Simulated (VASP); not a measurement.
# Fe (P6/mmm) in VASP: further runs

The runs below take Fe through relaxation of cell and atoms, with LDA.

Everything below comes from runs of VASP 6.6.1. Logs are shortened: lines on timing, memory, paths and dates and some standing lists are left out, and cuts for length are marked.

### Step 1. The cell of the first run

It takes space group P6/mmm (No. 191, hexagonal). Conventional cell: a = 3.787 Å, b = 3.787 Å, c = 2.379 Å, α = 90.00°, β = 90.00°, γ = 120.00°. Within 3.1 Å of Fe (site symmetry 6/mmm) lie 14 Fe at 2.38 to 2.49 Å. Within 2.9 Å of Fe (site symmetry -6m2) lie 11 Fe at 2.19 to 2.49 Å.

This isn't the form of Fe at room conditions, which is bcc.

### Step 2. Relaxation of cell and atoms, LDA, collinear spin, ferromagnetic start, target pressure -2.4 GPa, at which the enthalpy is minimised

File INCAR:

```
  PREC = Accurate
  ENCUT = 600
  EDIFF = 1E-7
  ISMEAR = -1
  SIGMA = 0.1
  LREAL = F
  LASPH = T
  NELM = 150
  ALGO = Normal
  ISIF = 3
  LWAVE = F
  LCHARG = F
  ISPIN = 2
  MAGMOM = 2.5 2.5 2.5
  LORBIT = 11
  LMAXMIX = 4
  IBRION = 2
  NSW = 32
  EDIFFG = -0.005
  PSTRESS = -24.0
```

File KPOINTS:

```
regular mesh
0
Gamma
  9 9 13
```

File POSCAR:

```
Fe
1.0
    3.7873896994      0.0000000000      0.0000000000
   -1.8936948496      3.2799756937      0.0000000000
    0.0000000000      0.0000000000      2.3794695586
Fe
3
Direct
    0.0000000000      0.0000000000      0.0000000000
    0.3333333333      0.6666666667      0.5000000000
    0.6666666667      0.3333333333      0.5000000000
```

Potentials or basis: VASP PAW LDA potentials, release 64 (Fe).

Started as:

```
$ cat potpaw_LDA.64/Fe/POTCAR > POTCAR
$ mpirun -np 1 vasp_std > vasp.out
```

OUTCAR:

```text
PREC = Accurate
   ENCUT = 600
   EDIFF = 1E-7
   ISMEAR = -1
   LREAL = F
   LASPH = T
   NELM = 150
   ISIF = 3
   ISPIN = 2
   LORBIT = 11
   IBRION = 2
   NSW = 32
   EDIFFG = -0.005
   PSTRESS = -24.0

 ion  position               nearest neighbor table
   1  0.000  0.000  0.000-   2 2.49   3 2.49   2 2.49   3 2.49   2 2.49   2 2.49   3 2.49   3 2.49
                             3 2.49   3 2.49   2 2.49   2 2.49
   2  0.333  0.667  0.500-   3 2.19   3 2.19   3 2.19   1 2.49   1 2.49   1 2.49   1 2.49   1 2.49
                             1 2.49
   3  0.667  0.333  0.500-   2 2.19   2 2.19   2 2.19   1 2.49   1 2.49   1 2.49   1 2.49   1 2.49
                             1 2.49

  LATTYP: Found a hexagonal cell.
 ALAT       =     3.7873896994
 C/A-ratio  =     0.6282610841

  Lattice vectors:

 A1 = (   3.7873896994,   0.0000000000,   0.0000000000)
 A2 = (  -1.8936948496,   3.2799756937,   0.0000000000)
 A3 = (   0.0000000000,   0.0000000000,   2.3794695586)

Analysis of symmetry for initial positions (statically):
=====================================================================
 Subroutine PRICEL returns:
 Original cell was already a primitive cell.

 Routine SETGRP: Setting up the symmetry group for a
 hexagonal supercell.

 Subroutine GETGRP returns: Found 24 space group operations
 (whereof 24 operations were pure point group operations)
 out of a pool of 24 trial point group operations.

The static configuration has the point symmetry D_6h.

Analysis of symmetry for dynamics (positions and initial velocities):
=====================================================================
 Subroutine PRICEL returns:
 Original cell was already a primitive cell.

 Routine SETGRP: Setting up the symmetry group for a
 hexagonal supercell.

 Subroutine GETGRP returns: Found 24 space group operations
 (whereof 24 operations were pure point group operations)
 out of a pool of 24 trial point group operations.

The dynamic configuration has the point symmetry D_6h.

Analysis of structural, dynamic, and magnetic symmetry:
=====================================================================
 Subroutine PRICEL returns:
 Original cell was already a primitive cell.

 Routine SETGRP: Setting up the symmetry group for a
 hexagonal supercell.

 Subroutine GETGRP returns: Found 24 space group operations
 (whereof 24 operations were pure point group operations)
 out of a pool of 24 trial point group operations.

The overall configuration has the point symmetry D_6h.

 Subroutine INISYM returns: Found 24 space group operations
 (whereof 24 operations are pure point group operations),
 and found     1 'primitive' translations

----------------------------------------------------------------------------------------

                                     Primitive cell

  volume of cell :      29.5591

  direct lattice vectors                    reciprocal lattice vectors
     3.787389699  0.000000000  0.000000000     0.264034092  0.152440154  0.000000000
    -1.893694850  3.279975694  0.000000000     0.000000000  0.304880308  0.000000000
     0.000000000  0.000000000  2.379469559     0.000000000  0.000000000  0.420261733

  length of vectors
     3.787389699  3.787389699  2.379469559     0.304880308  0.304880308  0.420261733

  position of ions in fractional coordinates (direct lattice)
     0.000000000  0.000000000  0.000000000
     0.333333333  0.666666667  0.500000000
     0.666666667  0.333333333  0.500000000

  ion indices of the primitive-cell ions
   primitive index   ion index
                 1           1
                 2           2
                 3           3

----------------------------------------------------------------------------------------

 KPOINTS: regular mesh

Automatic generation of k-mesh.
 Grid dimensions read from file:
 generate k-points for:    9    9   13

 Generating k-lattice:

  Cartesian coordinates                     Fractional coordinates (reciprocal lattice)
     0.029337121  0.016937795  0.000000000     0.111111111  0.000000000  0.000000000
     0.000000000  0.033875590  0.000000000     0.000000000  0.111111111  0.000000000
     0.000000000  0.000000000  0.032327826     0.000000000  0.000000000  0.076923077

  Length of vectors
     0.033875590  0.033875590  0.032327826

  Shift w.r.t. Gamma in fractional coordinates (k-lattice)
     0.000000000  0.000000000  0.000000000

 Subroutine IBZKPT returns following result:
 ===========================================

 Found     84 irreducible k-points:

 Following reciprocal coordinates:
            Coordinates               Weight
  0.000000  0.000000  0.000000      1.000000
  0.111111  0.000000  0.000000      6.000000
  0.222222 -0.000000  0.000000      6.000000
  0.333333  0.000000  0.000000      6.000000
  0.444444 -0.000000  0.000000      6.000000
  0.111111  0.111111  0.000000      6.000000
[... 16 lines left out ...]
  0.333333  0.222222  0.076923     24.000000
  0.333333  0.333333  0.076923      4.000000
 [... further k-points ...]
   k-points           NKPTS =     84   k-points in BZ     NKDIM =     84   number of bands    NBANDS=     20
   number of dos      NEDOS =    301   number of ions     NIONS =      3
   total plane-waves  NPLWV =  18000
   dimension x,y,z NGX =    30 NGY =   30 NGZ =   20
   dimension x,y,z NGXF=    60 NGYF=   60 NGZF=   40
   ions per type =               3
   NGX,Y,Z   is equivalent  to a cutoff of  13.17, 13.17, 13.97 a.u.
   NGXF,Y,Z  is equivalent  to a cutoff of  26.34, 26.34, 27.95 a.u.
 SYSTEM =  unknown system
   PREC   = accura    normal or accurate (medium, high low for compatibility)
   ISTART =      0    job   : 0-new  1-cont  2-samecut
   ICHARG =      2    charge: 1-file 2-atom 10-const
   ISPIN  =      2    spin polarized calculation?
   LNONCOLLINEAR =      F non collinear calculations
   LSORBIT =      F    spin-orbit coupling
   LASPH  =      T    aspherical Exc in radial PAW
   ENCUT  =  600.0 eV  44.10 Ry    6.64 a.u.   7.56  7.56  4.75*2*pi/ulx,y,z
   NELM   =    150;   NELMIN=  2; NELMDL= -5     # of ELM steps
   EDIFF  = 0.1E-06   stopping-criterion for ELM
   LREAL  =      F    real-space projection
   EDIFFG = -.5E-02   stopping-criterion for IOM
   NSW    =     32    number of steps for IOM
   IBRION =      2    ionic relax: 0-MD 1-quasi-New 2-CG
   NFREE  =      1    steps in history (QN), initial steepest desc. (CG)
   ISIF   =      3    stress and relaxation
   ISYM   =      2    0-nonsym 1-usesym 2-fastsym
   POTIM  = 0.5000    time-step for ionic-motion
   TEBEG  =    0.0;   TEEND  =   0.0 temperature during run
   PSTRESS=  -24.0 pullay stress
   NELECT =      24.0000    total number of electrons
   NUPDOWN=      -1.0000    fix difference up-down
   EMIN   =  10.00;   EMAX   =-10.00  energy-range for DOS
   EFERMI =   0.00;   METHOD = LEGACY
   ISMEAR =    -1;   SIGMA  =   0.10  broadening in eV -4-tet -1-fermi 0-gaus
   EFERMI_NEDOS =   21; number of points for ismear=-14 and -15
   IALGO  =     38    algorithm
   IMIX   =      4    mixing-type and parameters
     AMIX     =   0.40;   BMIX     =  1.00
     AMIX_MAG =   1.60;   BMIX_MAG =  1.00
  volume/ion in A,a.u.               =       9.85        66.49
  Fermi-wavevector in a.u.,A,eV,Ry     =   1.527267  2.886116 31.736197  2.332545
  Thomas-Fermi vector in A             =   2.635187
   LORBIT       =     11    0 simple, 1 ext, 2 COOP (PROOUT), +10 PAW based schemes
   GGA     = CA    functional components
   LHFCALC =     F    Hartree Fock is set to
   AEXX    =    0.0000 exact exchange contribution
   IVDW    =     0    specifies the selected vdW correction
   LEPSILON=     F    determine dielectric tensor
   LRPA    =     F    only Hartree local field effects (RPA)
 conjugate gradient relaxation of ions
 spin polarized calculation
  energy-cutoff  :      600.00
  volume of cell :       29.56
 maximum number of plane-waves:      1007
   NGX = 15   NGY = 15   NGZ =  9

--------------------------------------- Ionic step        1  -------------------------------------------

 number of electron      24.0000004 magnetization       0.1004172

 Free energy of the ion-electron system (eV)
  ---------------------------------------------------
  ext. energy  EPLUGINS =         0.00000000
  ---------------------------------------------------
  free energy    TOTEN  =       -27.75254524 eV

  energy without entropy =      -27.58407618  energy(sigma->0) =      -27.66831071

------------------------ aborting loop because EDIFF is reached ----------------------------------------

  FORCE on cell =-STRESS in cart. coord.  units (eV):
  Direction    XX          YY          ZZ          XY          YZ          ZX
  --------------------------------------------------------------------------------------
  -------------------------------------------------------------------------------------
  Total       -0.7836138     -0.7836138     -0.6612426     -0.0000000      0.0000000      0.0000000
  in kB      -42.4738778    -42.4738778    -35.8410436     -0.0000000      0.0000000      0.0000000
  external PRESSURE =     -16.2629330 kB  Pullay stress =     -24.0000000 kB
[... 143 lines left out ...]
  enthalpy is  TOTEN    =       -28.1961282750 eV   P V=       -0.4404396316

--------------------------------------- Ionic step        5  -------------------------------------------

 number of electron      24.0000003 magnetization       0.0010299

 Free energy of the ion-electron system (eV)
  ---------------------------------------------------
  ext. energy  EPLUGINS =         0.00000000
  ---------------------------------------------------
  free energy    TOTEN  =       -27.75565106 eV

  energy without entropy =      -27.58834934  energy(sigma->0) =      -27.67200020

 E-fermi :   7.3641     XC(G=0): -14.2869

 val. band max:        7.3633330114   @ k =   0.2222   0.1111   0.2308
 cond. band min:       7.3717367412   @ k =   0.4444  -0.0000   0.3077
 fundamental gap:      0.0084037299
 Fermi energy:         7.3641149515

 spin component 1

 k-point     1 :       0.0000    0.0000    0.0000
  band No.  band energies     occupation
      1      -1.8463      1.00000
      2       2.5921      1.00000
      3       4.3150      1.00000
      4       4.3150      1.00000
      5       4.3388      1.00000
      6       4.3388      1.00000
[... 12 lines left out ...]
     19      15.7447      0.00000
[... 515 lines left out ...]
      6       4.8040      1.00000
[... 12 lines left out ...]
     19      21.4966      0.00000
     20      21.7731      0.00000

 [... further k-points ...]

 spin component 2

 k-point     1 :       0.0000    0.0000    0.0000
  band No.  band energies     occupation
      1      -1.8462      1.00000
      2       2.5923      1.00000
      3       4.3151      1.00000
      4       4.3151      1.00000
      5       4.3391      1.00000
      6       4.3391      1.00000
[... 12 lines left out ...]
     19      15.7449      0.00000
[... 560 lines left out ...]
  FREE ENERGIE OF THE ION-ELECTRON SYSTEM (eV)
  ---------------------------------------------------
  free  energy   TOTEN  =       -27.7556510634 eV

  energy  without entropy=      -27.5883493382  energy(sigma->0) =      -27.67200020

  enthalpy is  TOTEN    =       -28.1961343007 eV   P V=       -0.4404832373

 reached required accuracy - stopping structural energy minimisation

 total charge

# of ion       s       p       d       tot
------------------------------------------
    1        0.533   0.653   6.371   7.557
    2        0.571   0.679   6.445   7.695
    3        0.571   0.679   6.445   7.695
--------------------------------------------------
tot          1.675   2.010  19.261  22.946

 magnetization (x)

# of ion       s       p       d       tot
------------------------------------------
    1       -0.000  -0.000  -0.000  -0.000
    2        0.000   0.000   0.001   0.001
    3        0.000   0.000   0.001   0.001
--------------------------------------------------
tot          0.000   0.000   0.001   0.001
```

Wall time 6 min (1 thread of Intel Xeon 6975P-C (Granite Rapids), shared host); peak memory 0.21 GiB.

What came out:

| Item | Value |
| --- | --- |
| Free energy | -27.7557 eV |
| Relaxed volume | 9.80 Å³/atom |
| Relaxed cell | a = 3.779 Å, b = 3.779 Å, c = 2.377 Å, α = 90.00°, β = 90.00°, γ = 120.00° |
| Space group after relaxing (to 0.1 Å) | P6/mmm (No. 191) |
| Energy change on relaxing (the run minimises the enthalpy) | -1.0 meV/atom |
| Ionic steps | 5 |
| Pressure after relaxing | -2.4 GPa |
| Band gap on the k mesh | zero (filled and empty bands overlap) |
| Net moment | 0.00 μB per cell |
| Valence electrons inside the program's atomic spheres | Fe 7.56, 7.70 (each value once) |

Step by step:
| step | energy change (eV) | largest force (eV/Å) | pressure (GPa) | volume (Å³) |
| --- | --- | --- | --- | --- |
| 1 | 0.0000 | 0.0000 | -4.03 | 29.56 |
| 2 | -0.0046 | 0.0000 | 0.68 | 29.13 |
| 3 | -0.0031 | 0.0000 | -2.39 | 29.41 |
| 4 | -0.0031 | 0.0000 | -2.37 | 29.40 |
| 5 | -0.0031 | 0.0000 | -2.39 | 29.41 |

Final structure:
```
Fe
1.0
     3.77924    0.00000    0.00000
    -1.88962    3.27291    0.00000
     0.00000    0.00000    2.37733
Fe
3
Direct
  0.00000 0.00000 0.00000
  0.33333 0.66667 0.50000
  0.66667 0.33333 0.50000
```

Levels at points of the mesh, in eV from the Fermi level:
Spin up:
| k point | band 8 | band 9 | band 10 | band 11 | band 12 | band 13 | band 14 | band 15 | band 16 | band 17 |
| --- | --- | --- | --- | --- | --- | --- | --- | --- | --- | --- |
| (0.00, 0.00, 0.00) | -1.93 | -1.46 | -1.46 | -0.96 | -0.96 | -0.87 | -0.87 | 1.04 | 1.04 | 8.37 |
Spin down:
```tsv
k point	band 10	band 11	band 12	band 13	band 14	band 15
(0.00, 0.00, 0.00)	-1.46	-0.96	-0.96	-0.87	-0.87	1.04
```

Caveat: the cell is relaxed towards a set pressure, so the run minimises the enthalpy, not the energy; the moments typed at the start vanished in this run.

### Step 3. Relaxation of cell and atoms, LDA, collinear spin, ferromagnetic start, target pressure -2.4 GPa, at which the enthalpy is minimised

This run uses another cell than the first one, of 10.51 Å³/atom.

File INCAR:

```
  PREC = Accurate
  ENCUT = 600
  EDIFF = 1E-7
  ISMEAR = -1
  SIGMA = 0.1
  LREAL = False
  LASPH = True
  NELM = 150
  ALGO = Normal
  ISIF = 3
  LWAVE = False
  LCHARG = False
  ISPIN = 2
  MAGMOM = 2.5 2.5 2.5
  LORBIT = 11
  LMAXMIX = 4
  GGA = CA
  IBRION = 2
  NSW = 60
  EDIFFG = -0.005
  PSTRESS = -24.0
```

File KPOINTS:

```
Automatic mesh
0
Gamma
  9 9 13
```

File POSCAR:

```
Fe
1.0
    3.8867394203      0.0000000000      0.0000000000
   -1.9433697101      3.3660150758      0.0000000000
    0.0000000000      0.0000000000      2.4097784406
Fe
3
Direct
    0.0000000000      0.0000000000      0.0000000000
    0.3333333333      0.6666666667      0.5000000000
    0.6666666667      0.3333333333      0.5000000000
```

Potentials or basis: VASP PAW LDA potentials, release 64 (Fe).

Started as:

```
$ cat potpaw_LDA.64/Fe/POTCAR > POTCAR
$ mpirun -np 1 vasp_std > vasp.out
```

It took 7 min on 1 thread of Intel Xeon 6975P-C (Granite Rapids), shared host; peak memory 0.22 GiB.

Results (log left out):

* Free energy: -27.7567 eV
* Relaxed volume: 9.80 Å³/atom
* Relaxed cell: a = 3.779 Å, b = 3.779 Å, c = 2.377 Å, α = 90.00°, β = 90.00°, γ = 120.00°
* Space group after relaxing (to 0.1 Å): P6/mmm (No. 191)
* Energy change on relaxing (the run minimises the enthalpy): -50.2 meV/atom
* Ionic steps: 9
* Pressure after relaxing: -2.4 GPa
* Band gap on the k mesh: zero (filled and empty bands overlap)
* Net moment: 0.00 μB per cell
* Valence electrons inside the program's atomic spheres: Fe 7.56, 7.70 (each value once)

Step by step:
```csv
step,energy change (eV),largest force (eV/Å),pressure (GPa),volume (Å³)
1,0.0000,0.0000,-17.94,31.53
2,0.0246,0.0000,29.14,27.10
3,-0.1475,0.0000,-3.06,29.45
4,-0.1487,0.0000,-2.31,29.38
5,-0.1493,0.0000,-1.84,29.34
6,-0.1516,0.0000,-1.53,29.33
7,-0.1516,0.0000,-1.59,29.33
8,-0.1487,0.0000,-3.50,29.51
9,-0.1507,0.0000,-2.41,29.41
```

Final structure:
```cif
data_structure
_symmetry_space_group_name_H-M 'P 1'
_symmetry_Int_Tables_number 1
_cell_length_a 3.7794
_cell_length_b 3.7794
_cell_length_c 2.3771
_cell_angle_alpha 90.000
_cell_angle_beta 90.000
_cell_angle_gamma 120.000
_cell_volume 29.41
loop_
_atom_site_label
_atom_site_type_symbol
_atom_site_fract_x
_atom_site_fract_y
_atom_site_fract_z
_atom_site_occupancy
Fe1 Fe 0.00000 0.00000 0.00000 1
Fe2 Fe 0.33333 0.66667 0.50000 1
Fe3 Fe 0.66667 0.33333 0.50000 1
```

Levels at points of the mesh, in eV from the Fermi level:
Spin up:
```csv
k point,band 9,band 10,band 11,band 12,band 13,band 14,band 15,band 16
"(0.00, 0.00, 0.00)",-1.46,-1.46,-0.96,-0.96,-0.87,-0.87,1.04,1.04
```
Spin down:
| k point | band 9 | band 10 | band 11 | band 12 | band 13 | band 14 | band 15 | band 16 |
| --- | --- | --- | --- | --- | --- | --- | --- | --- |
| (0.00, 0.00, 0.00) | -1.46 | -1.46 | -0.96 | -0.96 | -0.87 | -0.87 | 1.04 | 1.04 |

Caveat: the cell is relaxed towards a set pressure, so the run minimises the enthalpy, not the energy; the moments typed at the start vanished in this run.
